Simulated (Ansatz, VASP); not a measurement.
**C in VASP and in Ansatz**

The input INCAR:

```
SYSTEM = C
PREC = Accurate
ENCUT = 600
EDIFF = 1E-6
ISMEAR = 0
SIGMA = 0.02
LREAL = .FALSE.
LASPH = .TRUE.
NELM = 120
ALGO = Normal
ISIF = 2
LWAVE = .FALSE.
LCHARG = .FALSE.
GGA = PE
NBANDS = 11
GGA_COMPAT = .FALSE.
```

File KPOINTS:

```
Automatic mesh
0
G
  12 12 12
  0 0 0
```

Contents of POSCAR:

```
C
1.0
    0.0000000000      1.8218144360      1.8218144360
    1.8218144360      0.0000000000      1.8218144360
    1.8218144360      1.8218144360      0.0000000000
C
2
Direct
    0.5000000000      0.5000000000      0.5000000000
    0.7500000000      0.7500000000      0.7500000000
```

Input for Ansatz:

```yaml
crystal:
  lattice:
    - [0.0, 1.821814436, 1.821814436]
    - [1.821814436, 0.0, 1.821814436]
    - [1.821814436, 1.821814436, 0.0]
  atoms:
    - { symbol: C, position: [0.5, 0.5, 0.5] }
    - { symbol: C, position: [0.75, 0.75, 0.75] }
basis:
  ecutwfc: 420
kpoints:
  mp_grid: { grid: [12, 12, 12] }
hamiltonian:
  xc: pbe
scf:
  occupations: { method: gaussian, width: 0.02 }
output:
  forces: true
  stress: true
  eigenvalues: true
```

Alike in both runs: task single point; functional PBE; k mesh 12 × 12 × 12; occupations gaussian, width 0.02 eV; no spin polarisation.

|  | VASP | Ansatz |
| --- | --- | --- |
| version | VASP 6.6.1 | Ansatz 0.2.0 |
| potentials or method | VASP PAW PBE potentials, release 64 (C), cutoff 600 eV | scalar-relativistic, plane waves, PAW |
| valence electrons in the cell | 8 | 8 |

|  | VASP | Ansatz | Ansatz less VASP |
| --- | --- | --- | --- |
| gap on the k mesh at the Fermi level (eV) | 4.01 | 4.02 | +0.010 |
| least direct gap on the mesh (eV) | 5.41 | 5.42 | +0.007 |
| pressure (GPa) | -23.3 | -23.2 | +0.13 |
